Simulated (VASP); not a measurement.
# PdPt2 (Fm-3m) in VASP: a series of runs

The runs below take PdPt2 through relaxation of cell and atoms, single point, with PBE.

Program: VASP 6.6.1. These are calculated values, not measurements. Logs are shortened: lines on timing, memory, paths and dates and some standing lists are left out, and cuts for length are marked.

## (1) The cell of the first run

It takes space group Fm-3m (No. 225, cubic). The conventional cell has a = 5.886 Å, b = 5.886 Å, c = 5.886 Å, α = 90.00°, β = 90.00°, γ = 90.00°. Within 3.4 Å of Pd (site symmetry m-3m) lie 8 Pt at 2.55 Å. Within 3.4 Å of Pt (site symmetry -43m) lie 4 Pd at 2.55 Å and 6 Pt at 2.94 Å.

## (2) Relaxation of cell and atoms, PBE

File INCAR:

```
ALGO = Fast
EDIFF = 1E-6
EDIFFG = -0.04
ENCUT = 600
GGA = PE
IBRION = 2
ISIF = 3
ISMEAR = 0
LASPH = T
LCHARG = F
LREAL = F
LWAVE = F
NELM = 60
NSW = 90
PREC = Accurate
SIGMA = 0.1
```

File KPOINTS:

```
k-points
0
Gamma
  6 6 6
```

File POSCAR:

```
PdPt2
1.0
    0.0000000000      2.9430583500      2.9430583500
    2.9430583500      0.0000000000      2.9430583500
    2.9430583500      2.9430583500      0.0000000000
Pd Pt
1 2
Direct
    0.0000000000      0.0000000000      0.0000000000
    0.2500000000      0.2500000000      0.2500000000
    0.7500000000      0.7500000000      0.7500000000
```

Potentials or basis: VASP PAW PBE potentials, release 64 (Pd, Pt).

Run with:

```bash
$ cat potpaw_PBE.64/Pd/POTCAR potpaw_PBE.64/Pt/POTCAR > POTCAR
$ mpirun -np 1 vasp_std > vasp.out
```

OUTCAR:

```text
EDIFF = 1E-6
   EDIFFG = -0.04
   ENCUT = 600
   GGA = PE
   IBRION = 2
   ISIF = 3
   ISMEAR = 0
   LASPH = T
   LREAL = F
   NELM = 60
   NSW = 90
   PREC = Accurate

 ion  position               nearest neighbor table
   1  0.000  0.000  0.000-   2 2.55   3 2.55   3 2.55   3 2.55   3 2.55   2 2.55   2 2.55   2 2.55

   2  0.250  0.250  0.250-   1 2.55   1 2.55   1 2.55   1 2.55   3 2.94   3 2.94   3 2.94   3 2.94
                             3 2.94   3 2.94
   3  0.750  0.750  0.750-   1 2.55   1 2.55   1 2.55   1 2.55   2 2.94   2 2.94   2 2.94   2 2.94
                             2 2.94   2 2.94

  LATTYP: Found a face centered cubic cell.
 ALAT       =     5.8861167000

  Lattice vectors:

 A1 = (   0.0000000000,   2.9430583500,   2.9430583500)
 A2 = (   2.9430583500,   0.0000000000,   2.9430583500)
 A3 = (   2.9430583500,   2.9430583500,   0.0000000000)

Analysis of symmetry for initial positions (statically):
=====================================================================
 Subroutine PRICEL returns:
 Original cell was already a primitive cell.

 Routine SETGRP: Setting up the symmetry group for a
 face centered cubic supercell.

 Subroutine GETGRP returns: Found 48 space group operations
 (whereof 48 operations were pure point group operations)
 out of a pool of 48 trial point group operations.

The static configuration has the point symmetry O_h .

Analysis of symmetry for dynamics (positions and initial velocities):
=====================================================================
 Subroutine PRICEL returns:
 Original cell was already a primitive cell.

 Routine SETGRP: Setting up the symmetry group for a
 face centered cubic supercell.

 Subroutine GETGRP returns: Found 48 space group operations
 (whereof 48 operations were pure point group operations)
 out of a pool of 48 trial point group operations.

The dynamic configuration has the point symmetry O_h .

 Subroutine INISYM returns: Found 48 space group operations
 (whereof 48 operations are pure point group operations),
 and found     1 'primitive' translations

----------------------------------------------------------------------------------------

                                     Primitive cell

  volume of cell :      50.9831

  direct lattice vectors                    reciprocal lattice vectors
     0.000000000  2.943058350  2.943058350    -0.169891297  0.169891297  0.169891297
     2.943058350  0.000000000  2.943058350     0.169891297 -0.169891297  0.169891297
     2.943058350  2.943058350  0.000000000     0.169891297  0.169891297 -0.169891297

  length of vectors
     4.162113033  4.162113033  4.162113033     0.294260358  0.294260358  0.294260358

  position of ions in fractional coordinates (direct lattice)
     0.000000000  0.000000000  0.000000000
     0.250000000  0.250000000  0.250000000
     0.750000000  0.750000000  0.750000000

  ion indices of the primitive-cell ions
   primitive index   ion index
                 1           1
                 2           2
                 3           3

----------------------------------------------------------------------------------------

 KPOINTS: k-points

Automatic generation of k-mesh.
 Grid dimensions read from file:
 generate k-points for:    6    6    6

 Generating k-lattice:

  Cartesian coordinates                     Fractional coordinates (reciprocal lattice)
    -0.028315216  0.028315216  0.028315216     0.166666667  0.000000000  0.000000000
     0.028315216 -0.028315216  0.028315216     0.000000000  0.166666667  0.000000000
     0.028315216  0.028315216 -0.028315216     0.000000000  0.000000000  0.166666667

  Length of vectors
     0.049043393  0.049043393  0.049043393

  Shift w.r.t. Gamma in fractional coordinates (k-lattice)
     0.000000000  0.000000000  0.000000000

 Subroutine IBZKPT returns following result:
 ===========================================

 Found     16 irreducible k-points:

 Following reciprocal coordinates:
            Coordinates               Weight
  0.000000  0.000000  0.000000      1.000000
  0.166667  0.000000  0.000000      8.000000
  0.333333  0.000000  0.000000      8.000000
  0.500000  0.000000  0.000000      4.000000
  0.166667  0.166667  0.000000      6.000000
  0.333333  0.166667  0.000000     24.000000
[... 8 lines left out ...]
 -0.333333  0.333333  0.166667     24.000000
 -0.333333  0.500000  0.166667     12.000000
   k-points           NKPTS =     16   k-points in BZ     NKDIM =     16   number of bands    NBANDS=     19
   number of dos      NEDOS =    301   number of ions     NIONS =      3
   total plane-waves  NPLWV =  46656
   dimension x,y,z NGX =    36 NGY =   36 NGZ =   36
   dimension x,y,z NGXF=    72 NGYF=   72 NGZF=   72
   ions per type =               1   2
   NGX,Y,Z   is equivalent  to a cutoff of  14.38, 14.38, 14.38 a.u.
   NGXF,Y,Z  is equivalent  to a cutoff of  28.76, 28.76, 28.76 a.u.
 SYSTEM =  unknown system
   PREC   = accura    normal or accurate (medium, high low for compatibility)
   ISTART =      0    job   : 0-new  1-cont  2-samecut
   ICHARG =      2    charge: 1-file 2-atom 10-const
   ISPIN  =      1    spin polarized calculation?
   LNONCOLLINEAR =      F non collinear calculations
   LSORBIT =      F    spin-orbit coupling
   LASPH  =      T    aspherical Exc in radial PAW
   ENCUT  =  600.0 eV  44.10 Ry    6.64 a.u.   8.31  8.31  8.31*2*pi/ulx,y,z
   NELM   =     60;   NELMIN=  2; NELMDL= -5     # of ELM steps
   EDIFF  = 0.1E-05   stopping-criterion for ELM
   LREAL  =      F    real-space projection
   EDIFFG = -.4E-01   stopping-criterion for IOM
   NSW    =     90    number of steps for IOM
   IBRION =      2    ionic relax: 0-MD 1-quasi-New 2-CG
   NFREE  =      1    steps in history (QN), initial steepest desc. (CG)
   ISIF   =      3    stress and relaxation
   ISYM   =      2    0-nonsym 1-usesym 2-fastsym
   POTIM  = 0.5000    time-step for ionic-motion
   TEBEG  =    0.0;   TEEND  =   0.0 temperature during run
   PSTRESS=    0.0 pullay stress
   NELECT =      30.0000    total number of electrons
   NUPDOWN=      -1.0000    fix difference up-down
   EMIN   =  10.00;   EMAX   =-10.00  energy-range for DOS
   EFERMI =   0.00;   METHOD = LEGACY
   ISMEAR =     0;   SIGMA  =   0.10  broadening in eV -4-tet -1-fermi 0-gaus
   EFERMI_NEDOS =   21; number of points for ismear=-14 and -15
   IALGO  =     68    algorithm
   IMIX   =      4    mixing-type and parameters
     AMIX     =   0.40;   BMIX     =  1.00
     AMIX_MAG =   1.60;   BMIX_MAG =  1.00
  volume/ion in A,a.u.               =      16.99       114.68
  Fermi-wavevector in a.u.,A,eV,Ry     =   1.371849  2.592419 25.605760  1.881970
  Thomas-Fermi vector in A             =   2.497509
   LORBIT       =      0    0 simple, 1 ext, 2 COOP (PROOUT), +10 PAW based schemes
   GGA     = PE    functional components
   LHFCALC =     F    Hartree Fock is set to
   AEXX    =    0.0000 exact exchange contribution
   IVDW    =     0    specifies the selected vdW correction
   LEPSILON=     F    determine dielectric tensor
   LRPA    =     F    only Hartree local field effects (RPA)
 conjugate gradient relaxation of ions
 non-spin polarized calculation
 RMM-DIIS sequential band-by-band and
 Gauss-broadening in eV      SIGMA  =   0.10
  energy-cutoff  :      600.00
  volume of cell :       50.98
 maximum number of plane-waves:      1724
 NGX is ok and might be reduce to    36
   NGX = 17   NGY = 17   NGZ = 17

--------------------------------------- Ionic step        1  -------------------------------------------

 number of electron      29.9999999 magnetization

 Free energy of the ion-electron system (eV)
  ---------------------------------------------------
  ext. energy  EPLUGINS =         0.00000000
  ---------------------------------------------------
  free energy    TOTEN  =       -15.76388945 eV

  energy without entropy =      -15.72222870  energy(sigma->0) =      -15.74305907

------------------------ aborting loop because EDIFF is reached ----------------------------------------

  FORCE on cell =-STRESS in cart. coord.  units (eV):
  Direction    XX          YY          ZZ          XY          YZ          ZX
  --------------------------------------------------------------------------------------
  -------------------------------------------------------------------------------------
  Total        4.4801270      4.4801270      4.4801270     -0.0000000     -0.0000000      0.0000000
  in kB      140.7908049    140.7908049    140.7908049     -0.0000000     -0.0000000      0.0000000
  external PRESSURE =     140.7908049 kB  Pullay stress =       0.0000000 kB

 VOLUME and BASIS-vectors are now :
 -----------------------------------------------------------------------------
  energy-cutoff  :      600.00
  volume of cell :       50.98
      direct lattice vectors                 reciprocal lattice vectors
     0.000000000  2.943058350  2.943058350    -0.169891297  0.169891297  0.169891297
     2.943058350  0.000000000  2.943058350     0.169891297 -0.169891297  0.169891297
     2.943058350  2.943058350  0.000000000     0.169891297  0.169891297 -0.169891297
[... 75 lines left out ...]
 POSITION                                       TOTAL-FORCE (eV/Angst)
 -----------------------------------------------------------------------------------
      0.00000      0.00000      0.00000         0.000000     -0.000000     -0.000000
      1.50873      1.50873      1.50873         0.000000      0.000000      0.000000
      4.52619      4.52619      4.52619        -0.000000     -0.000000     -0.000000
 -----------------------------------------------------------------------------------
    total drift:                                0.000000      0.000000      0.000000

  FREE ENERGIE OF THE ION-ELECTRON SYSTEM (eV)
  ---------------------------------------------------
  free  energy   TOTEN  =       -15.9182132019 eV

  energy  without entropy=      -15.8730210878  energy(sigma->0) =      -15.89561714

--------------------------------------- Ionic step        4  -------------------------------------------

 number of electron      29.9999999 magnetization

 Free energy of the ion-electron system (eV)
  ---------------------------------------------------
  ext. energy  EPLUGINS =         0.00000000
  ---------------------------------------------------
  free energy    TOTEN  =       -15.91847973 eV

  energy without entropy =      -15.87338076  energy(sigma->0) =      -15.89593024

 E-fermi :   7.6681     XC(G=0): -12.0028

 val. band max:        7.6652520820   @ k =  -0.3333   0.3333   0.0000
 cond. band min:       7.6717796096   @ k =   0.5000   0.3333   0.0000
 fundamental gap:      0.0065275276
 Fermi energy:         7.6681167599

 k-point     1 :       0.0000    0.0000    0.0000
  band No.  band energies     occupation
      1       0.0489      2.00000
      2       2.4996      2.00000
      3       2.4996      2.00000
      4       3.8515      2.00000
      5       3.8515      2.00000
      6       3.8515      2.00000
[... 11 lines left out ...]
     18      16.1764      0.00000
     19      16.1764      0.00000
[... 350 lines left out ...]
 POSITION                                       TOTAL-FORCE (eV/Angst)
 -----------------------------------------------------------------------------------
      0.00000      0.00000      0.00000         0.000000     -0.000000      0.000000
      1.50731      1.50731      1.50731        -0.000000      0.000000      0.000000
      4.52194      4.52194      4.52194        -0.000000     -0.000000     -0.000000
 -----------------------------------------------------------------------------------
    total drift:                                0.000000      0.000000      0.000000

  FREE ENERGIE OF THE ION-ELECTRON SYSTEM (eV)
  ---------------------------------------------------
  free  energy   TOTEN  =       -15.9184797300 eV

  energy  without entropy=      -15.8733807587  energy(sigma->0) =      -15.89593024

 reached required accuracy - stopping structural energy minimisation
```

Wall time 53 s (1 thread of Intel Xeon Platinum 8488C (Sapphire Rapids), shared host); peak memory 0.22 GiB.

What came out:

```yaml
Free_energy: -15.9185 eV
Relaxed_volume: 18.26 Å³/atom
Relaxed_cell: a = 4.263 Å, b = 4.263 Å, c = 4.263 Å, α = 60.00°, β = 60.00°, γ = 60.00°
Space_group_after_relaxing_to_0.05_Å: Fm-3m (No. 225)
Energy_gained_by_relaxing: 51.5 meV/atom
Ionic_steps: 4
Pressure_after_relaxing: 0.0 GPa
Band_gap_on_the_k_mesh: zero (band 15 reaches 8.10 eV, above the bottom of band 16 at 7.49 eV)
```

The path:
| step | energy change (eV) | largest force (eV/Å) | pressure (GPa) | volume (Å³) |
| --- | --- | --- | --- | --- |
| 1 | 0.0000 | 0.0000 | 14.08 | 50.98 |
| 2 | 0.2877 | 0.0000 | -15.13 | 62.82 |
| 3 | -0.1543 | 0.0000 | -0.52 | 54.95 |
| 4 | -0.1546 | 0.0000 | -0.05 | 54.79 |

Final structure:
```cif
data_structure
_symmetry_space_group_name_H-M 'P 1'
_symmetry_Int_Tables_number 1
_cell_length_a 4.2633
_cell_length_b 4.2633
_cell_length_c 4.2633
_cell_angle_alpha 60.000
_cell_angle_beta 60.000
_cell_angle_gamma 60.000
_cell_volume 54.79
loop_
_atom_site_label
_atom_site_type_symbol
_atom_site_fract_x
_atom_site_fract_y
_atom_site_fract_z
_atom_site_occupancy
Pd1 Pd 0.00000 0.00000 0.00000 1
Pt1 Pt 0.25000 0.25000 0.25000 1
Pt2 Pt 0.75000 0.75000 0.75000 1
```

Levels at points of the mesh, in eV from the Fermi level:
```tsv
k point	band 13	band 14	band 15	band 16	band 17	band 18
(0.00, 0.00, 0.00)	-0.29	-0.29	0.08	0.08	7.60	8.51
(0.50, 0.00, 0.00)	-0.90	-0.90	-0.18	-0.18	0.84	7.98
(0.50, 0.50, 0.00)	0.01	0.11	0.11	0.58	1.21	2.23
```

Caveat: spin-orbit coupling is left out, which moves the levels of the heavy elements.

## (3) Single point, PBE, collinear spin, ferromagnetic start

This run uses another cell than the first one, of 18.31 Å³/atom, 1.078 times its volume.

File INCAR:

```
  ALGO = Fast
  EDIFF = 1E-6
  ENCUT = 520
  GGA = PE
  ISIF = 2
  ISMEAR = 0
  ISPIN = 2
  LASPH = T
  LCHARG = F
  LMAXMIX = 4
  LORBIT = 11
  LREAL = F
  LWAVE = F
  MAGMOM = 1 0 0
  NBANDS = 26
  NELM = 150
  PREC = Accurate
  SIGMA = 0.1
```

KPOINTS is that of step 2.

File POSCAR:

```
PdPt2
1.0
    0.0000000000      3.0172537288      3.0172537288
    3.0172537288      0.0000000000      3.0172537288
    3.0172537288      3.0172537288      0.0000000000
Pd Pt
1 2
Direct
    0.0000000000      0.0000000000      0.0000000000
    0.2500000000      0.2500000000      0.2500000000
    0.7500000000      0.7500000000      0.7500000000
```

Potentials or basis: VASP PAW PBE potentials, release 64 (Pd, Pt).

Run with:

```bash
$ cat potpaw_PBE.64/Pd/POTCAR potpaw_PBE.64/Pt/POTCAR > POTCAR
$ mpirun -np 1 vasp_std > vasp.out
```

Wall time 31 s (1 thread of Intel Xeon Platinum 8488C (Sapphire Rapids), shared host); peak memory 0.22 GiB.

Results (log left out):

* Free energy: -15.9246 eV
* Pressure: -0.2 GPa
* Net moment: 1.14 μB per cell
* Site moments: Pd +0.28; Pt +0.41 μB
* Valence electrons inside the program's atomic spheres: Pd 9.61; Pt 9.07

Levels at points of the mesh, in eV from the Fermi level:
Spin up:
| k point | band 12 | band 13 | band 14 | band 15 | band 16 | band 17 | band 18 | band 19 | band 20 | band 21 |
| --- | --- | --- | --- | --- | --- | --- | --- | --- | --- | --- |
| (0.00, 0.00, 0.00) | -0.42 | -0.42 | -0.42 | -0.09 | -0.09 | 7.49 | 8.44 | 8.44 | 8.44 | 9.42 |
| (0.50, 0.00, 0.00) | -1.92 | -1.02 | -1.02 | -0.30 | -0.30 | 0.72 | 7.92 | 7.92 | 8.55 | 9.41 |
| (0.50, 0.50, 0.00) | -1.08 | -0.16 | -0.02 | -0.02 | 0.52 | 1.07 | 2.22 | 2.22 | 5.75 | 9.94 |
Spin down:
```tsv
k point	band 10	band 11	band 12	band 13	band 14	band 15	band 16	band 17	band 18	band 19
(0.00, 0.00, 0.00)	-0.79	-0.79	-0.15	-0.15	-0.15	0.26	0.26	7.67	8.56	8.56
(0.50, 0.00, 0.00)	-2.01	-2.01	-1.72	-0.76	-0.76	-0.03	-0.03	0.97	8.04	8.04
(0.50, 0.50, 0.00)	-2.04	-0.98	-0.82	0.18	0.25	0.25	0.66	1.35	2.27	2.27
```

Caveat: spin-orbit coupling is left out, which moves the levels of the heavy elements.

## (4) Single point, PBE, collinear spin, ferromagnetic start

This run uses another cell than the first one, of 18.29 Å³/atom, 1.076 times its volume.

File INCAR:

```
  PREC = Accurate
  ENCUT = 520
  EDIFF = 1E-6
  ISMEAR = 0
  SIGMA = 0.1
  LREAL = False
  LASPH = True
  NELM = 150
  ALGO = Normal
  ISIF = 2
  LWAVE = False
  LCHARG = True
  ISPIN = 2
  MAGMOM = 0.31 0.44 0.44
  LORBIT = 11
  LMAXMIX = 4
  GGA = PE
  LELF = True
  LVHAR = True
  NBANDS = 26
```

File KPOINTS:

```
regular mesh
0
Gamma
  14 14 14
```

File POSCAR:

```
PdPt2
1.0
    0.0000000000      3.0160742127      3.0160742127
    3.0160742127      0.0000000000      3.0160742127
    3.0160742127      3.0160742127      0.0000000000
Pd Pt
1 2
Direct
    0.0000000000      0.0000000000      0.0000000000
    0.2500000000      0.2500000000      0.2500000000
    0.7500000000      0.7500000000      0.7500000000
```

Run with:

```bash
$ cat potpaw_PBE.64/Pd/POTCAR potpaw_PBE.64/Pt/POTCAR > POTCAR
$ mpirun -np 1 vasp_std > vasp.out
```

Wall time 4.9 min (1 thread of Oxide Virtual Turin-like, shared host); peak memory 0.34 GiB.

Results (log left out):

```yaml
Free_energy: -15.9391 eV
Pressure: -0.4 GPa
Band_gap_on_the_k_mesh: zero (filled and empty bands overlap)
Net_moment: 0.00 μB per cell
Valence_electrons_inside_the_program's_atomic_spheres: Pd 9.61; Pt 9.07
```

Levels at points of the mesh, in eV from the Fermi level:
Spin up:
```tsv
k point	band 11	band 12	band 13	band 14	band 15	band 16	band 17	band 18	band 19	band 20
(0.00, 0.00, 0.00)	-0.91	-0.29	-0.29	-0.29	0.09	0.09	7.59	8.51	8.51	8.51
(0.50, 0.00, 0.00)	-2.14	-1.82	-0.89	-0.89	-0.17	-0.17	0.84	7.98	7.98	8.60
(0.50, 0.50, 0.00)	-1.13	-0.95	0.01	0.11	0.11	0.58	1.22	2.24	2.24	5.86
```
Spin down:
```
           k point  band 11  band 12  band 13  band 14  band 15  band 16  band 17  band 18  band 19  band 20
(0.00, 0.00, 0.00)    -0.91    -0.29    -0.29    -0.29     0.08     0.08     7.59     8.51     8.51     8.51
(0.50, 0.00, 0.00)    -2.15    -1.83    -0.89    -0.89    -0.17    -0.17     0.84     7.98     7.98     8.60
(0.50, 0.50, 0.00)    -1.13    -0.95     0.01     0.11     0.11     0.58     1.21     2.24     2.24     5.86
```

Caveat: spin-orbit coupling is left out, which moves the levels of the heavy elements.

## (5) The runs side by side

| task | spin | cell | k mesh | cutoff (eV) | gap on the mesh (eV) | pressure (GPa) | moment (μB) |
| --- | --- | --- | --- | --- | --- | --- | --- |
| relaxation of cell and atoms | off | relaxed from a = 4.162 Å, angles 60.0°, 3 atoms | 6 × 6 × 6 | 600 | none | 0.0 | - |
| single point | collinear, ferromagnetic start | a = 4.267 Å, angles 60.0°, 3 atoms | 6 × 6 × 6 | 520 | none | -0.2 | 1.14 |
| single point | collinear, ferromagnetic start | a = 4.265 Å, angles 60.0°, 3 atoms | 14 × 14 × 14 | 520 | none | -0.4 | 0.00 |

Alike in all rows: level PBE; potentials or basis VASP PAW PBE potentials, release 64 (Pd, Pt); smearing gaussian 0.1 eV.

Caveats: spin-orbit coupling is left out, which moves the levels of the heavy elements.

Total energies depend on the potentials used, so only differences within one code and one set of settings carry meaning.
